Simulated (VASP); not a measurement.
Set up this calculation in VASP 6.6.1, as the native input.

- Task: single point
- Functional: PBEsol
- Potentials or basis: VASP PAW PBE potentials, release 64 (Al, Ru_pv)
- Cutoff: 520 eV
- k mesh: 22 × 22 × 22
- Occupations: gaussian, width 0.15 eV
- Spin: no spin polarisation
- Dipole correction: no
- Further INCAR settings: ALGO = Fast; EDIFF = 1e-06; NBANDS = 16

The structure of AlRu lies in POSCAR:

```
AlRu
1.0
    3.3410730099      0.0000000000      0.0000000000
    0.0000000000      3.3410730099      0.0000000000
    0.0000000000      0.0000000000      2.3621386180
Al Ru
1 1
Direct
    0.0000000000      0.0000000000      0.0000000000
    0.5000000000      0.5000000000      0.5000000000
```

This cell differs from its parent crystal: ratio of the length along z to the lengths across it x 0.707, volume and fractional coordinates fixed.

The input as run:

INCAR

```
  PREC = Accurate
  ENCUT = 520
  EDIFF = 1E-6
  ISMEAR = 0
  SIGMA = 0.15
  LREAL = F
  LASPH = T
  NELM = 80
  ALGO = Fast
  ISIF = 2
  LWAVE = F
  LCHARG = F
  GGA = PS
  NBANDS = 16
```

KPOINTS

```
Automatic mesh
0
Gamma
  22 22 22
```

Potentials or basis: VASP PAW PBE potentials, release 64 (Al, Ru_pv).

Command:

```bash
$ cat potpaw_PBE.64/Al/POTCAR potpaw_PBE.64/Ru_pv/POTCAR > POTCAR
$ mpirun -np 1 vasp_std > vasp.out
```

Results of the run:

| Quantity | Value |
| --- | --- |
| Pressure | 21.2 GPa |

Caveat: the PAW data sets were made with another functional, which shifts forces and pressure a little.

Run time: 2.9 min on 1 thread of Intel(R) Xeon(R) Platinum 8488C (Sapphire Rapids) (shared host), peak memory 0.46 GiB.
